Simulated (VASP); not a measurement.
Runs of VASP 6.6.1 on H. The structure is that of space group P6_3/mmc (No. 194), or close to it. The cells are those of the table. 

| cell | gap on the mesh (eV) | pressure (GPa) | moment (μB) |
| --- | --- | --- | --- |
| a = 5.566, b = 5.566, c = 4.281 Å, angles 90.0, 90.0, 120.0°, 2 atoms | 6.78 | 0.0 | 2.00 |
| a = 5.566, b = 5.566, c = 4.352 Å, angles 90.0, 90.0, 120.0°, 2 atoms | 6.80 | 0.0 | 2.00 |
| a = 5.566, b = 5.566, c = 4.209 Å, angles 90.0, 90.0, 120.0°, 2 atoms | 6.76 | 0.0 | 2.00 |
| a = 5.566, b = 5.566, c = 4.423 Å, angles 90.0, 90.0, 120.0°, 2 atoms | (b) | 0.0 | 2.00 |
| a = 5.433, b = 5.433, c = 4.423 Å, angles 90.0, 90.0, 120.0°, 2 atoms | (a) | 0.0 | 2.00 |
| a = 5.699, b = 5.699, c = 4.138 Å, angles 90.0, 90.0, 120.0°, 2 atoms | 6.76 | 0.0 | 2.00 |
| a = 5.699, b = 5.699, c = 4.209 Å, angles 90.0, 90.0, 120.0°, 2 atoms | 6.77 | 0.0 | 2.00 |
| a = 5.832, b = 5.832, c = 4.067 Å, angles 90.0, 90.0, 120.0°, 2 atoms | 6.76 | 0.0 | 2.00 |

Alike in all rows: task single point; level PBE; potentials or basis VASP PAW PBE potentials, release 64 (H); spin collinear; k mesh 6 × 6 × 6; cutoff (eV) 520; smearing gaussian 0.05 eV.

Estimate the missing entries.

(a) 6.81; (b) 6.82.

Caveats: the atoms stand far beyond bonding distance.

A k mesh can miss the band edges.
